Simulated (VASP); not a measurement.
# MoPdRu2 (P-6m2) in VASP: single point with LDA

Aim: the single point of MoPdRu2 with LDA.

Program: VASP 6.6.1. These are calculated values, not measurements. Logs are shortened: lines on timing, memory, paths and dates and some standing lists are left out, and cuts for length are marked.

## 1. The cell of the first run

The structure is hexagonal, space group P-6m2 (No. 187). The conventional cell has a = 2.773 Å, b = 2.773 Å, c = 8.895 Å, α = 90.00°, β = 90.00°, γ = 120.00°. Within 3.5 Å of Mo (site symmetry -6m2) lie 6 Ru at 2.68 Å and 6 Mo at 2.77 Å. Ru (site symmetry 3m) has 3 Mo at 2.68 Å and 6 Ru at 2.77 Å and 3 Pd at 2.80 Å within 3.5 Å. Within 3.7 Å of Pd (site symmetry -6m2) lie 6 Pd at 2.77 Å and 6 Ru at 2.80 Å.

## 2. Single point, LDA

Input file INCAR:

```
  PREC = Accurate
  ENCUT = 520
  EDIFF = 1E-7
  ISMEAR = 1
  SIGMA = 0.05
  LREAL = F
  LASPH = T
  NELM = 60
  ALGO = Normal
  ISIF = 2
  LWAVE = F
  LCHARG = T
  LELF = T
  LVHAR = T
  NBANDS = 34
```

Input file KPOINTS:

```
regular mesh
0
Gamma
  9 9 3
```

Input file POSCAR:

```
MoPdRu2
1.0
    2.7734350000      0.0000000000      0.0000000000
   -1.3867170000      2.4018650000      0.0000000000
    0.0000000000      0.0000000000      8.8946600000
Mo Ru Pd
1 2 1
Direct
    0.0000000000      0.0000000000      0.0000000000
    0.6666670000      0.3333330000      0.2421510000
    0.6666670000      0.3333330000      0.7578490000
    0.0000000000      0.0000000000      0.5000000000
```

Potentials or basis: VASP PAW LDA potentials, release 64 (Mo_sv, Ru_pv, Pd).

On the command line:

```bash
cat potpaw_LDA.64/Mo_sv/POTCAR potpaw_LDA.64/Ru_pv/POTCAR potpaw_LDA.64/Pd/POTCAR > POTCAR
mpirun -np 1 vasp_std > vasp.out
```

OUTCAR:

```text
PREC = Accurate
   ENCUT = 520
   EDIFF = 1E-7
   ISMEAR = 1
   LREAL = F
   LASPH = T
   NELM = 60
   ISIF = 2

 ion  position               nearest neighbor table
   1  0.000  0.000  0.000-   2 2.68   3 2.68   2 2.68   3 2.68   2 2.68   3 2.68
   2  0.667  0.333  0.242-   1 2.68   1 2.68   1 2.68   4 2.80   4 2.80   4 2.80
   3  0.667  0.333  0.758-   1 2.68   1 2.68   1 2.68   4 2.80   4 2.80   4 2.80
   4  0.000  0.000  0.500-   2 2.80   3 2.80   2 2.80   3 2.80   2 2.80   3 2.80

  LATTYP: Found a hexagonal cell.
 ALAT       =     2.7734350000
 C/A-ratio  =     3.2070915670

  Lattice vectors:

 A1 = (   2.7734350000,   0.0000000000,   0.0000000000)
 A2 = (  -1.3867170000,   2.4018650000,   0.0000000000)
 A3 = (   0.0000000000,   0.0000000000,   8.8946600000)

Analysis of symmetry for initial positions (statically):
=====================================================================
 Subroutine PRICEL returns:
 Original cell was already a primitive cell.

 Routine SETGRP: Setting up the symmetry group for a
 hexagonal supercell.

 Subroutine GETGRP returns: Found 12 space group operations
 (whereof 12 operations were pure point group operations)
 out of a pool of 24 trial point group operations.

The static configuration has the point symmetry D_3h.

Analysis of symmetry for dynamics (positions and initial velocities):
=====================================================================
 Subroutine PRICEL returns:
 Original cell was already a primitive cell.

 Routine SETGRP: Setting up the symmetry group for a
 hexagonal supercell.

 Subroutine GETGRP returns: Found 12 space group operations
 (whereof 12 operations were pure point group operations)
 out of a pool of 24 trial point group operations.

The dynamic configuration has the point symmetry D_3h.

 Subroutine INISYM returns: Found 12 space group operations
 (whereof 12 operations are pure point group operations),
 and found     1 'primitive' translations

----------------------------------------------------------------------------------------

                                     Primitive cell

  volume of cell :      59.2510

  direct lattice vectors                    reciprocal lattice vectors
     2.773435000  0.000000000  0.000000000     0.360563705  0.208171492  0.000000000
    -1.386717000  2.401865000  0.000000000     0.000000000  0.416343133  0.000000000
     0.000000000  0.000000000  8.894660000     0.000000000  0.000000000  0.112427007

[... 86 lines left out ...]
   EDIFF  = 0.1E-06   stopping-criterion for ELM
   LREAL  =      F    real-space projection
   EDIFFG = 0.1E-05   stopping-criterion for IOM
   NSW    =      0    number of steps for IOM
   IBRION =     -1    ionic relax: 0-MD 1-quasi-New 2-CG
   NFREE  =      0    steps in history (QN), initial steepest desc. (CG)
   ISIF   =      2    stress and relaxation
   ISYM   =      2    0-nonsym 1-usesym 2-fastsym
   POTIM  = 0.5000    time-step for ionic-motion
   TEBEG  =    0.0;   TEEND  =   0.0 temperature during run
   PSTRESS=    0.0 pullay stress
   NELECT =      52.0000    total number of electrons
   NUPDOWN=      -1.0000    fix difference up-down
   EMIN   =  10.00;   EMAX   =-10.00  energy-range for DOS
   EFERMI =   0.00;   METHOD = LEGACY
   ISMEAR =     1;   SIGMA  =   0.05  broadening in eV -4-tet -1-fermi 0-gaus
   EFERMI_NEDOS =   21; number of points for ismear=-14 and -15
   IALGO  =     38    algorithm
   IMIX   =      4    mixing-type and parameters
     AMIX     =   0.40;   BMIX     =  1.00
     AMIX_MAG =   1.60;   BMIX_MAG =  1.00
  volume/ion in A,a.u.               =      14.81        99.96
  Fermi-wavevector in a.u.,A,eV,Ry     =   1.567391  2.961939 33.425623  2.456714
  Thomas-Fermi vector in A             =   2.669578
   LORBIT       =      0    0 simple, 1 ext, 2 COOP (PROOUT), +10 PAW based schemes
   GGA     = CA    functional components
   LHFCALC =     F    Hartree Fock is set to
   AEXX    =    0.0000 exact exchange contribution
   IVDW    =     0    specifies the selected vdW correction
   LEPSILON=     F    determine dielectric tensor
   LRPA    =     F    only Hartree local field effects (RPA)
 non-spin polarized calculation
 Methfessel and Paxton  Order N= 1 SIGMA  =   0.05
  energy-cutoff  :      520.00
  volume of cell :       59.25
 maximum number of plane-waves:      1617
 NGX is ok and might be reduce to    24
   NGX = 11   NGY = 11   NGZ = 33

 number of electron      52.0000006 magnetization

 Free energy of the ion-electron system (eV)
  ---------------------------------------------------
  ext. energy  EPLUGINS =         0.00000000
  ---------------------------------------------------
  free energy    TOTEN  =       -39.51547080 eV

  energy without entropy =      -39.51573511  energy(sigma->0) =      -39.51555890

 E-fermi :  11.1292     XC(G=0): -13.7606

 val. band max:       11.1059594930   @ k =   0.3333   0.0000   0.3333
 cond. band min:      11.1372310720   @ k =   0.2222   0.0000   0.3333
 fundamental gap:      0.0312715789
 Fermi energy:        11.1291701620

 k-point     1 :       0.0000    0.0000    0.0000
  band No.  band energies     occupation
      1     -49.1648      2.00000
      2     -31.1503      2.00000
      3     -31.1258      2.00000
      4     -30.8742      2.00000
      5     -30.8742      2.00000
      6     -30.8737      2.00000
[... 877 lines left out ...]
     33      18.2874      0.00000
     34      18.9518      0.00000

------------------------ aborting loop because EDIFF is reached ----------------------------------------

  FORCE on cell =-STRESS in cart. coord.  units (eV):
  Direction    XX          YY          ZZ          XY          YZ          ZX
  --------------------------------------------------------------------------------------
  -------------------------------------------------------------------------------------
  Total       -6.0826246     -6.0826238     -5.7051483     -0.0000013     -0.0000000      0.0000000
  in kB     -164.4771842   -164.4771615   -154.2700358     -0.0000342     -0.0000000      0.0000000
  external PRESSURE =    -161.0747938 kB  Pullay stress =       0.0000000 kB

 VOLUME and BASIS-vectors are now :
 -----------------------------------------------------------------------------
  energy-cutoff  :      520.00
  volume of cell :       59.25
      direct lattice vectors                 reciprocal lattice vectors
     2.773435000  0.000000000  0.000000000     0.360563705  0.208171492  0.000000000
    -1.386717000  2.401865000  0.000000000     0.000000000  0.416343133  0.000000000
     0.000000000  0.000000000  8.894660000     0.000000000  0.000000000  0.112427007

 POSITION                                       TOTAL-FORCE (eV/Angst)
 -----------------------------------------------------------------------------------
      0.00000      0.00000      0.00000        -0.000000      0.000000      0.000000
      1.38672      0.80062      2.15385         0.000000      0.000000     -0.061265
      1.38672      0.80062      6.74081         0.000000      0.000000      0.061265
      0.00000      0.00000      4.44733        -0.000000      0.000000      0.000000
 -----------------------------------------------------------------------------------
    total drift:                               -0.002651      0.001529      0.000000

  FREE ENERGIE OF THE ION-ELECTRON SYSTEM (eV)
  ---------------------------------------------------
  free  energy   TOTEN  =       -39.5154707951 eV

  energy  without entropy=      -39.5157351125  energy(sigma->0) =      -39.51555890
```

stdout:

```text
POSCAR found type information on POSCAR MoRuPd
 POSCAR found :  3 types and       4 ions
 scaLAPACK will be used
 LDA part: xc-table for (Slater(with rela. corr.)+CA(PZ))
 , standard interpolation
 POSCAR, INCAR and KPOINTS ok, starting setup
 FFT: planning ... GRIDC
 FFT: planning ... GRID_SOFT
 FFT: planning ... GRID
 WAVECAR not read
 entering main loop
```

Run time: 25 s. Hardware: 1 thread of Intel Xeon 6975P-C (Granite Rapids), shared host; peak memory 0.19 GiB.

What came out:

* Free energy: -39.5155 eV
* Pressure: -16.1 GPa
* Largest force: 0.061 eV/Å
* Band gap on the k mesh: zero (band 26 reaches 12.48 eV, above the bottom of band 27 at 10.16 eV)

Forces in eV/Å, atoms in the order of the input:
```
Mo   0.000  0.000  0.000
Ru   0.000  0.000 -0.061
Ru   0.000  0.000  0.061
Pd   0.000  0.000  0.000
```
